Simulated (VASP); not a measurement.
# SiC (F-43m) in VASP: notebook, part 2 of 2

VASP 6.6.1.

**6. Single point, PBE**

This run uses another cell than the first one: it holds 8 atoms, not 2.

The input, INCAR:

```
  ALGO = Normal
  EDIFF = 1E-6
  ENCUT = 520
  GGA = PE
  ISIF = 2
  ISMEAR = 0
  LASPH = T
  LCHARG = F
  LREAL = F
  LWAVE = F
  NBANDS = 26
  NELM = 60
  PREC = Accurate
  SIGMA = 0.05
```

The input, KPOINTS:

```
k-points
0
Gamma
  6 6 6
```

The input, POSCAR:

```
SiC
1.0
    4.3797281854      0.0000000000      0.0000000000
    0.0000000000     -4.3797281854      0.0000000000
    0.0000000000      0.0000000000     -4.3797281854
Si C
4 4
Direct
    0.0000000000      0.0000000000      0.0000000000
    0.5000000000      0.5000000000      0.0000000000
    0.5000000000      0.0000000000      0.5000000000
    0.0000000000      0.5000000000      0.5000000000
    0.7500000000      0.7500000000      0.7500000000
    0.2500000000      0.2500000000      0.7500000000
    0.2500000000      0.7500000000      0.2500000000
    0.7500000000      0.2500000000      0.2500000000
```

Potentials or basis: VASP PAW PBE potentials, release 64 (Si, C).

The run is started by

```bash
cat potpaw_PBE.64/Si/POTCAR potpaw_PBE.64/C/POTCAR > POTCAR
mpirun -np 1 vasp_std > vasp.out
```

OUTCAR:

```text
EDIFF = 1E-6
   ENCUT = 520
   GGA = PE
   ISIF = 2
   ISMEAR = 0
   LASPH = T
   LREAL = F
   NELM = 60
   PREC = Accurate

 ion  position               nearest neighbor table
   1  0.000  0.000  0.000-   5 1.90   6 1.90   7 1.90   8 1.90   3 3.10   4 3.10   2 3.10   3 3.10
                             4 3.10   2 3.10   4 3.10   4 3.10   2 3.10   3 3.10   3 3.10   2 3.10
   2  0.500  0.500  0.000-   5 1.90   6 1.90   7 1.90   8 1.90   3 3.10   4 3.10   1 3.10   3 3.10
                             4 3.10   1 3.10   3 3.10   3 3.10   1 3.10   4 3.10   4 3.10   1 3.10
   3  0.500  0.000  0.500-   5 1.90   6 1.90   7 1.90   8 1.90   2 3.10   4 3.10   1 3.10   1 3.10
                             2 3.10   2 3.10   4 3.10   2 3.10   1 3.10   4 3.10   1 3.10   4 3.10
   4  0.000  0.500  0.500-   5 1.90   6 1.90   7 1.90   8 1.90   2 3.10   3 3.10   1 3.10   1 3.10
                             2 3.10   1 3.10   3 3.10   1 3.10   2 3.10   3 3.10   2 3.10   3 3.10
   5  0.750  0.750  0.750-   1 1.90   2 1.90   3 1.90   4 1.90
   6  0.250  0.250  0.750-   1 1.90   2 1.90   3 1.90   4 1.90
   7  0.250  0.750  0.250-   1 1.90   2 1.90   3 1.90   4 1.90
   8  0.750  0.250  0.250-   1 1.90   2 1.90   3 1.90   4 1.90

  LATTYP: Found a simple cubic cell.
 ALAT       =     4.3797281854

  Lattice vectors:

 A1 = (   4.3797281854,   0.0000000000,   0.0000000000)
 A2 = (   0.0000000000,  -4.3797281854,   0.0000000000)
 A3 = (   0.0000000000,   0.0000000000,  -4.3797281854)

Analysis of symmetry for initial positions (statically):
=====================================================================
 Subroutine PRICEL returns following result:

  LATTYP: Found a face centered cubic cell.
 ALAT       =     4.3797281854

  Lattice vectors:

 A1 = (   2.1898640927,   2.1898640927,   0.0000000000)
 A2 = (   2.1898640927,   0.0000000000,  -2.1898640927)
 A3 = (   0.0000000000,   2.1898640927,  -2.1898640927)

   4 primitive cells build up your supercell.

 Routine SETGRP: Setting up the symmetry group for a
 simple cubic supercell.

 Subroutine GETGRP returns: Found 24 space group operations
 (whereof 24 operations were pure point group operations)
 out of a pool of 48 trial point group operations.

The static configuration has the point symmetry T_d .

Analysis of symmetry for dynamics (positions and initial velocities):
=====================================================================
 Subroutine PRICEL returns following result:

  LATTYP: Found a face centered cubic cell.
 ALAT       =     4.3797281854

  Lattice vectors:

 A1 = (   2.1898640927,   2.1898640927,   0.0000000000)
 A2 = (   2.1898640927,   0.0000000000,  -2.1898640927)
 A3 = (   0.0000000000,   2.1898640927,  -2.1898640927)

   4 primitive cells build up your supercell.

 Routine SETGRP: Setting up the symmetry group for a
 simple cubic supercell.

 Subroutine GETGRP returns: Found 24 space group operations
 (whereof 24 operations were pure point group operations)
 out of a pool of 48 trial point group operations.

The dynamic configuration has the point symmetry T_d .

 Subroutine INISYM returns: Found 24 space group operations
 (whereof 24 operations are pure point group operations),
 and found     4 'primitive' translations

[... 54 lines left out ...]
  0.500000  0.000000  0.000000      3.000000
  0.166667  0.166667  0.000000     12.000000
  0.333333  0.166667  0.000000     24.000000
[... 12 lines left out ...]
  0.500000  0.500000  0.333333      6.000000
  0.500000  0.500000  0.500000      1.000000
   k-points           NKPTS =     20   k-points in BZ     NKDIM =     20   number of bands    NBANDS=     26
   number of dos      NEDOS =    301   number of ions     NIONS =      8
   total plane-waves  NPLWV =  46656
   dimension x,y,z NGX =    36 NGY =   36 NGZ =   36
   dimension x,y,z NGXF=    72 NGYF=   72 NGZF=   72
   ions per type =               4   4
   NGX,Y,Z   is equivalent  to a cutoff of  13.66, 13.66, 13.66 a.u.
   NGXF,Y,Z  is equivalent  to a cutoff of  27.33, 27.33, 27.33 a.u.
 SYSTEM =  unknown system
   PREC   = accura    normal or accurate (medium, high low for compatibility)
   ISTART =      0    job   : 0-new  1-cont  2-samecut
   ICHARG =      2    charge: 1-file 2-atom 10-const
   ISPIN  =      1    spin polarized calculation?
   LNONCOLLINEAR =      F non collinear calculations
   LSORBIT =      F    spin-orbit coupling
   LASPH  =      T    aspherical Exc in radial PAW
   ENCUT  =  520.0 eV  38.22 Ry    6.18 a.u.   8.14  8.14  8.14*2*pi/ulx,y,z
   NELM   =     60;   NELMIN=  2; NELMDL= -5     # of ELM steps
   EDIFF  = 0.1E-05   stopping-criterion for ELM
   LREAL  =      F    real-space projection
   EDIFFG = 0.1E-04   stopping-criterion for IOM
   NSW    =      0    number of steps for IOM
   IBRION =     -1    ionic relax: 0-MD 1-quasi-New 2-CG
   NFREE  =      0    steps in history (QN), initial steepest desc. (CG)
   ISIF   =      2    stress and relaxation
   ISYM   =      2    0-nonsym 1-usesym 2-fastsym
   POTIM  = 0.5000    time-step for ionic-motion
   TEBEG  =    0.0;   TEEND  =   0.0 temperature during run
   PSTRESS=    0.0 pullay stress
   NELECT =      32.0000    total number of electrons
   NUPDOWN=      -1.0000    fix difference up-down
   EMIN   =  10.00;   EMAX   =-10.00  energy-range for DOS
   EFERMI =   0.00;   METHOD = LEGACY
   ISMEAR =     0;   SIGMA  =   0.05  broadening in eV -4-tet -1-fermi 0-gaus
   EFERMI_NEDOS =   21; number of points for ismear=-14 and -15
   IALGO  =     38    algorithm
   IMIX   =      4    mixing-type and parameters
     AMIX     =   0.40;   BMIX     =  1.00
     AMIX_MAG =   1.60;   BMIX_MAG =  1.00
  volume/ion in A,a.u.               =      10.50        70.87
  Fermi-wavevector in a.u.,A,eV,Ry     =   1.186709  2.242555 19.160797  1.408279
  Thomas-Fermi vector in A             =   2.322876
   LORBIT       =      0    0 simple, 1 ext, 2 COOP (PROOUT), +10 PAW based schemes
   GGA     = PE    functional components
   LHFCALC =     F    Hartree Fock is set to
   AEXX    =    0.0000 exact exchange contribution
   IVDW    =     0    specifies the selected vdW correction
   LEPSILON=     F    determine dielectric tensor
   LRPA    =     F    only Hartree local field effects (RPA)
 non-spin polarized calculation
 Gauss-broadening in eV      SIGMA  =   0.05
  energy-cutoff  :      520.00
  volume of cell :       84.01
 maximum number of plane-waves:      2301
 NGX is ok and might be reduce to    36

 number of electron      32.0000000 magnetization

 Free energy of the ion-electron system (eV)
  ---------------------------------------------------
  ext. energy  EPLUGINS =         0.00000000
  ---------------------------------------------------
  free energy    TOTEN  =       -60.24386437 eV

  energy without entropy =      -60.24386437  energy(sigma->0) =      -60.24386437

 E-fermi :   8.2147     XC(G=0): -11.2912

 val. band max:        7.9402212017   @ k =   0.0000   0.0000   0.0000
 cond. band min:       9.3109873068   @ k =   0.0000   0.0000   0.0000
 fundamental gap:      1.3707661051
 Fermi energy:         8.2146632518

 k-point     1 :       0.0000    0.0000    0.0000
  band No.  band energies     occupation
      1      -7.3463      2.00000
      2      -2.3992      2.00000
      3      -2.3992      2.00000
      4      -2.3992      2.00000
      5       0.1924      2.00000
      6       0.1924      2.00000
[... 569 lines left out ...]
     25      15.1071      0.00000
     26      15.1071      0.00000

------------------------ aborting loop because EDIFF is reached ----------------------------------------

  FORCE on cell =-STRESS in cart. coord.  units (eV):
  Direction    XX          YY          ZZ          XY          YZ          ZX
  --------------------------------------------------------------------------------------
  -------------------------------------------------------------------------------------
  Total       -0.0256522     -0.0256522     -0.0256522     -0.0000000      0.0000000     -0.0000000
  in kB       -0.4892087     -0.4892087     -0.4892087     -0.0000000      0.0000000     -0.0000000
  external PRESSURE =      -0.4892087 kB  Pullay stress =       0.0000000 kB

 VOLUME and BASIS-vectors are now :
 -----------------------------------------------------------------------------
  energy-cutoff  :      520.00
  volume of cell :       84.01
      direct lattice vectors                 reciprocal lattice vectors
     4.379728185  0.000000000  0.000000000     0.228324672  0.000000000  0.000000000
     0.000000000 -4.379728185  0.000000000     0.000000000 -0.228324672  0.000000000
     0.000000000  0.000000000 -4.379728185     0.000000000  0.000000000 -0.228324672

 POSITION                                       TOTAL-FORCE (eV/Angst)
 -----------------------------------------------------------------------------------
      0.00000      0.00000      0.00000        -0.000000      0.000000      0.000000
      2.18986     -2.18986      0.00000        -0.000000     -0.000000      0.000000
      2.18986      0.00000     -2.18986        -0.000000      0.000000      0.000000
      0.00000     -2.18986     -2.18986        -0.000000     -0.000000      0.000000
      3.28480     -3.28480     -3.28480         0.000000      0.000000     -0.000000
      1.09493     -1.09493     -3.28480        -0.000000     -0.000000     -0.000000
      1.09493     -3.28480     -1.09493         0.000000      0.000000     -0.000000
      3.28480     -1.09493     -1.09493         0.000000     -0.000000      0.000000
 -----------------------------------------------------------------------------------
    total drift:                                0.000000      0.000000     -0.000000

  FREE ENERGIE OF THE ION-ELECTRON SYSTEM (eV)
  ---------------------------------------------------
  free  energy   TOTEN  =       -60.2438643665 eV

  energy  without entropy=      -60.2438643665  energy(sigma->0) =      -60.24386437
```

It took 47 s on 1 thread of Intel Xeon Platinum 8375C at 2.90GHz (Ice Lake), shared host; peak memory 0.2 GiB.

What came out:

```yaml
Free_energy: -60.2439 eV
Pressure: 0.0 GPa
Band_gap_on_the_k_mesh: 1.37 eV
```

**7. Overview**

```csv
cell,k mesh,smearing,gap on the mesh (eV),pressure (GPa)
"a = 3.097 Å, angles 60.0°, 2 atoms",12 × 12 × 12,gaussian 0.02 eV,1.37,0.0
"a = 3.097 Å, angles 60.0°, 2 atoms",10 × 10 × 10,gaussian 0.05 eV,1.37,0.0
"a = 3.097 Å, angles 60.0°, 2 atoms",12 × 12 × 12,gaussian 0.05 eV,1.37,0.0
"a = 4.380 Å, 8 atoms",6 × 6 × 6,gaussian 0.05 eV,1.37,0.0
```

Alike in all rows: task single point; level PBE; potentials or basis VASP PAW PBE potentials, release 64 (Si, C); no spin polarisation; cutoff (eV) 520.

On the cell as given the gap runs from 1.37 eV (PBE) to 1.37 eV (PBE); the meshes differ, which moves gaps too.

Total energies depend on the potentials used, so only differences within one code and one set of settings carry meaning.

**8. How close it comes**

Step 2. Against the measured gap of SiC, 2.4 eV (indirect; quoted in “Insight into the structural, elastic and electronic properties of a new orthorhombic 6O-SiC polytype”, 2020, pmc:7200658), the calculated 1.37 eV is off by -1.03 eV. The value is that of PBE on a finite k mesh, which can miss the band edges, without temperature or zero-point motion. Semilocal functionals fall short of measured gaps as a rule.

Step 3. Against the measured gap of SiC, 2.4 eV (indirect; quoted in “Insight into the structural, elastic and electronic properties of a new orthorhombic 6O-SiC polytype”, 2020, pmc:7200658), the calculated 1.37 eV is off by -1.03 eV. The value is that of PBE on a finite k mesh, which can miss the band edges, without temperature or zero-point motion. Semilocal functionals fall short of measured gaps as a rule.

Step 4. Against the measured gap of SiC, 2.4 eV (indirect; quoted in “Insight into the structural, elastic and electronic properties of a new orthorhombic 6O-SiC polytype”, 2020, pmc:7200658), the calculated 1.37 eV is off by -1.03 eV. The value is that of PBE on a finite k mesh, which can miss the band edges, without temperature or zero-point motion. Semilocal functionals fall short of measured gaps as a rule.

Step 5. Measured gap of SiC: 2.4 eV (indirect; quoted in “Insight into the structural, elastic and electronic properties of a new orthorhombic 6O-SiC polytype”, 2020, pmc:7200658). This calculation gives 1.37 eV (-1.03 eV). The value is that of PBE on a finite k mesh, which can miss the band edges, without temperature or zero-point motion. Semilocal functionals fall short of measured gaps as a rule.
